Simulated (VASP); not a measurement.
# Cu3N (Pm-3m) in VASP: single point with r2SCAN

Aim: the single point of Cu3N with r2SCAN.

All numbers are computed with VASP 6.6.1; they aren't measurements. Logs are shortened: lines on timing, memory, paths and dates and some standing lists are left out, and cuts for length are marked.

**1. The cell of the first run**

It takes space group Pm-3m (No. 221, cubic). The conventional cell has a = 3.789 Å, b = 3.789 Å, c = 3.789 Å, α = 90.00°, β = 90.00°, γ = 90.00°. Cu (site symmetry 4/mmm) has 2 N at 1.89 Å within 2.5 Å. N (site symmetry m-3m) has 6 Cu at 1.89 Å within 2.5 Å.

**2. Single point, r2SCAN**

Input file POSCAR:

```
Cu3N
1.0
    3.7893700857      0.0000000000      0.0000000000
    0.0000000000      3.7893700857      0.0000000000
    0.0000000000      0.0000000000      3.7893700857
Cu N
3 1
Direct
    0.5000000000      0.0000000000      0.0000000000
    0.0000000000      0.5000000000      0.0000000000
    0.0000000000      0.0000000000      0.5000000000
    0.0000000000      0.0000000000      0.0000000000
```

Input file INCAR.step1:

```
ALGO = Normal
EDIFF = 1E-5
ENCUT = 900
GGA = PE
GGA_COMPAT = F
ISMEAR = -1
LASPH = T
LCHARG = F
LREAL = F
LWAVE = T
NBANDS = 39
NELM = 120
PREC = Accurate
SIGMA = 0.02
```

Input file INCAR.step2:

```
ALGO = Normal
EDIFF = 1E-6
ENCUT = 900
GGA_COMPAT = F
ISIF = 2
ISMEAR = -1
ISTART = 1
LASPH = T
LCHARG = F
LMIXTAU = T
LREAL = F
LWAVE = F
METAGGA = R2SCAN
NBANDS = 39
NELM = 120
PREC = Accurate
SIGMA = 0.02
```

Input file KPOINTS:

```
k-points
0
Gamma
  6 6 6
```

Potentials or basis: VASP PAW PBE potentials, release 64 (Cu_sv_GW, N).

Command:

```console
cat potpaw_PBE.64/Cu_sv_GW/POTCAR potpaw_PBE.64/N/POTCAR > POTCAR
cp INCAR.step1 INCAR
mpirun -np 1 vasp_std > vasp.out
cp INCAR.step2 INCAR
mpirun -np 1 vasp_std > vasp.out
```

OUTCAR:

```text
EDIFF = 1E-6
   ENCUT = 900
   ISIF = 2
   ISMEAR = -1
   ISTART = 1
   LASPH = T
   LREAL = F
   METAGGA = R2SCAN
   NELM = 120
   PREC = Accurate

 ion  position               nearest neighbor table
   1  0.500  0.000  0.000-   4 1.89   4 1.89
   2  0.000  0.500  0.000-   4 1.89   4 1.89
   3  0.000  0.000  0.500-   4 1.89   4 1.89
   4  0.000  0.000  0.000-   1 1.89   2 1.89   3 1.89   3 1.89   2 1.89   1 1.89

  LATTYP: Found a simple cubic cell.
 ALAT       =     3.7893700857

  Lattice vectors:

 A1 = (   3.7893700857,   0.0000000000,   0.0000000000)
 A2 = (   0.0000000000,   3.7893700857,   0.0000000000)
 A3 = (   0.0000000000,   0.0000000000,   3.7893700857)

Analysis of symmetry for initial positions (statically):
=====================================================================
 Subroutine PRICEL returns:
 Original cell was already a primitive cell.

 Routine SETGRP: Setting up the symmetry group for a
 simple cubic supercell.

 Subroutine GETGRP returns: Found 48 space group operations
 (whereof 48 operations were pure point group operations)
 out of a pool of 48 trial point group operations.

The static configuration has the point symmetry O_h .

Analysis of symmetry for dynamics (positions and initial velocities):
=====================================================================
 Subroutine PRICEL returns:
 Original cell was already a primitive cell.

 Routine SETGRP: Setting up the symmetry group for a
 simple cubic supercell.

 Subroutine GETGRP returns: Found 48 space group operations
 (whereof 48 operations were pure point group operations)
 out of a pool of 48 trial point group operations.

The dynamic configuration has the point symmetry O_h .

 Subroutine INISYM returns: Found 48 space group operations
 (whereof 48 operations are pure point group operations),
 and found     1 'primitive' translations

----------------------------------------------------------------------------------------

                                     Primitive cell

  volume of cell :      54.4128

  direct lattice vectors                    reciprocal lattice vectors
[... 79 lines left out ...]
   ICHARG =      0    charge: 1-file 2-atom 10-const
   ISPIN  =      1    spin polarized calculation?
   LNONCOLLINEAR =      F non collinear calculations
   LSORBIT =      F    spin-orbit coupling
   LASPH  =      T    aspherical Exc in radial PAW
   ENCUT  =  900.0 eV  66.15 Ry    8.13 a.u.   9.27  9.27  9.27*2*pi/ulx,y,z
   NELM   =    120;   NELMIN=  2; NELMDL=  0     # of ELM steps
   EDIFF  = 0.1E-05   stopping-criterion for ELM
   LREAL  =      F    real-space projection
   EDIFFG = 0.1E-04   stopping-criterion for IOM
   NSW    =      0    number of steps for IOM
   IBRION =     -1    ionic relax: 0-MD 1-quasi-New 2-CG
   NFREE  =      0    steps in history (QN), initial steepest desc. (CG)
   ISIF   =      2    stress and relaxation
   ISYM   =      2    0-nonsym 1-usesym 2-fastsym
   POTIM  = 0.5000    time-step for ionic-motion
   TEBEG  =    0.0;   TEEND  =   0.0 temperature during run
   PSTRESS=    0.0 pullay stress
   NELECT =      62.0000    total number of electrons
   NUPDOWN=      -1.0000    fix difference up-down
   EMIN   =  10.00;   EMAX   =-10.00  energy-range for DOS
   EFERMI =   0.00;   METHOD = LEGACY
   ISMEAR =    -1;   SIGMA  =   0.02  broadening in eV -4-tet -1-fermi 0-gaus
   EFERMI_NEDOS =   21; number of points for ismear=-14 and -15
   IALGO  =     38    algorithm
   IMIX   =      4    mixing-type and parameters
     AMIX     =   0.40;   BMIX     =  1.00
     AMIX_MAG =   1.60;   BMIX_MAG =  1.00
  volume/ion in A,a.u.               =      13.60        91.80
  Fermi-wavevector in a.u.,A,eV,Ry     =   1.709904  3.231250 39.780325  2.923771
  Thomas-Fermi vector in A             =   2.788302
   LORBIT       =      0    0 simple, 1 ext, 2 COOP (PROOUT), +10 PAW based schemes
   METAGGA = R2SCAN    functional components
   LHFCALC =     F    Hartree Fock is set to
   AEXX    =    0.0000 exact exchange contribution
   IVDW    =     0    specifies the selected vdW correction
   LEPSILON=     F    determine dielectric tensor
   LRPA    =     F    only Hartree local field effects (RPA)
 non-spin polarized calculation
  energy-cutoff  :      900.00
  volume of cell :       54.41
 maximum number of plane-waves:      3362
 NGX is ok and might be reduce to    40
   NGX = 19   NGY = 19   NGZ = 19

 number of electron      61.9999982 magnetization

 Free energy of the ion-electron system (eV)
  ---------------------------------------------------
  ext. energy  EPLUGINS =         0.00000000
  ---------------------------------------------------
  free energy    TOTEN  =       -40.96548941 eV

  energy without entropy =      -40.96544935  energy(sigma->0) =      -40.96546938

 E-fermi :   5.0993     XC(G=0): -12.0073

 val. band max:        4.9965155776   @ k =   0.5000   0.5000   0.5000
 cond. band min:       5.2020295348   @ k =   0.5000   0.5000   0.0000
 fundamental gap:      0.2055139572
 Fermi energy:         5.0992579578

 k-point     1 :       0.0000    0.0000    0.0000
  band No.  band energies     occupation
      1    -111.4887      2.00000
      2    -111.4813      2.00000
      3    -111.4813      2.00000
      4     -67.4965      2.00000
      5     -67.4965      2.00000
      6     -67.4965      2.00000
[... 829 lines left out ...]
     38      13.6599      0.00000
     39      16.4638      0.00000

------------------------ aborting loop because EDIFF is reached ----------------------------------------

  FORCE on cell =-STRESS in cart. coord.  units (eV):
  Direction    XX          YY          ZZ          XY          YZ          ZX
  --------------------------------------------------------------------------------------
  -------------------------------------------------------------------------------------
  Total       -0.0875763     -0.0875763     -0.0875763      0.0000000     -0.0000000      0.0000000
  in kB       -2.5786729     -2.5786729     -2.5786729      0.0000000     -0.0000000      0.0000000
  external PRESSURE =      -2.5786729 kB  Pullay stress =       0.0000000 kB

 VOLUME and BASIS-vectors are now :
 -----------------------------------------------------------------------------
  energy-cutoff  :      900.00
  volume of cell :       54.41
      direct lattice vectors                 reciprocal lattice vectors
     3.789370086  0.000000000  0.000000000     0.263896103  0.000000000  0.000000000
     0.000000000  3.789370086  0.000000000     0.000000000  0.263896103  0.000000000
     0.000000000  0.000000000  3.789370086     0.000000000  0.000000000  0.263896103

 POSITION                                       TOTAL-FORCE (eV/Angst)
 -----------------------------------------------------------------------------------
      1.89469      0.00000      0.00000         0.000000      0.000000      0.000000
      0.00000      1.89469      0.00000         0.000000      0.000000      0.000000
      0.00000      0.00000      1.89469         0.000000      0.000000      0.000000
      0.00000      0.00000      0.00000         0.000000      0.000000      0.000000
 -----------------------------------------------------------------------------------
    total drift:                               -0.000000     -0.000000     -0.000000

  FREE ENERGIE OF THE ION-ELECTRON SYSTEM (eV)
  ---------------------------------------------------
  free  energy   TOTEN  =       -40.9654894070 eV

  energy  without entropy=      -40.9654493485  energy(sigma->0) =      -40.96546938
```

OUTCAR.step1:

```text
EDIFF = 1E-5
   ENCUT = 900
   GGA = PE
   ISMEAR = -1
   LASPH = T
[... 1060 lines left out ...]
      1.89469      0.00000      0.00000         0.000000      0.000000      0.000000
      0.00000      1.89469      0.00000         0.000000      0.000000      0.000000
      0.00000      0.00000      1.89469         0.000000      0.000000      0.000000
      0.00000      0.00000      0.00000         0.000000      0.000000      0.000000
 -----------------------------------------------------------------------------------
    total drift:                               -0.000000     -0.000000     -0.000000

  FREE ENERGIE OF THE ION-ELECTRON SYSTEM (eV)
  ---------------------------------------------------
  free  energy   TOTEN  =       -18.5677718150 eV

  energy  without entropy=      -18.5675161350  energy(sigma->0) =      -18.56764398
```

OSZICAR.step1:

```text
N       E                     dE             d eps       ncg     rms          rms(c)
DAV:   1     0.185995948598E+04    0.18600E+04   -0.48689E+04  2171   0.683E+03
DAV:   2     0.270789418440E+03   -0.15892E+04   -0.15318E+04  2317   0.147E+03
DAV:   3     0.217904851589E+01   -0.26861E+03   -0.24599E+03  2890   0.859E+02
DAV:   4    -0.216275758899E+02   -0.23807E+02   -0.22994E+02  3041   0.300E+02
DAV:   5    -0.230522416347E+02   -0.14247E+01   -0.14137E+01  2968   0.609E+01    0.163E+01
DAV:   6    -0.216925668258E+02    0.13597E+01   -0.45645E+01  2656   0.305E+02    0.132E+01
DAV:   7    -0.185431718379E+02    0.31494E+01   -0.15471E+01  2448   0.206E+02    0.395E+00
DAV:   8    -0.185833425509E+02   -0.40171E-01   -0.70576E-01  2992   0.181E+01    0.236E+00
DAV:   9    -0.185682122958E+02    0.15130E-01   -0.46638E-02  2888   0.549E+00    0.238E-01
DAV:  10    -0.185677910003E+02    0.42130E-03   -0.24993E-03  3008   0.177E+00    0.124E-01
DAV:  11    -0.185677681403E+02    0.22860E-04   -0.29132E-04  2360   0.449E-01    0.267E-02
DAV:  12    -0.185677718150E+02   -0.36747E-05   -0.82616E-05  1608   0.216E-01
   1 F= -.18567772E+02 E0= -.18567644E+02  d E =-.255680E-03
```

Run time: 6.2 min. Hardware: 1 thread of Intel Xeon Platinum 8259CL at 2.50GHz (Skylake/Cascade Lake), shared host; peak memory 0.32 GiB.

Results:

| Quantity | Value |
| --- | --- |
| Free energy | -40.9655 eV |
| Pressure | -0.3 GPa |
| Band gap on the k mesh | 0.21 eV (least direct gap 0.80 eV) |

Levels at points of the mesh, in eV from the valence-band top:
```
           k point  band 28  band 29  band 30  band 31  band 32  band 33  band 34  band 35
(0.00, 0.00, 0.00)    -1.97    -1.97    -1.97    -1.91     1.21     5.69     5.69     6.97
(0.50, 0.00, 0.00)    -2.31    -1.97    -1.52    -1.52     1.84     3.55     7.33     7.54
(0.50, 0.50, 0.00)    -2.29    -1.14    -1.14    -0.76     0.21     3.98     5.16     5.16
(0.50, 0.50, 0.50)    -2.00     0.00     0.00     0.00     0.87     0.87     0.87     6.32
```

Caveat: semilocal functionals underestimate gaps, and a narrow one can read as zero; the PAW data sets were made with another functional, which shifts forces and pressure a little.
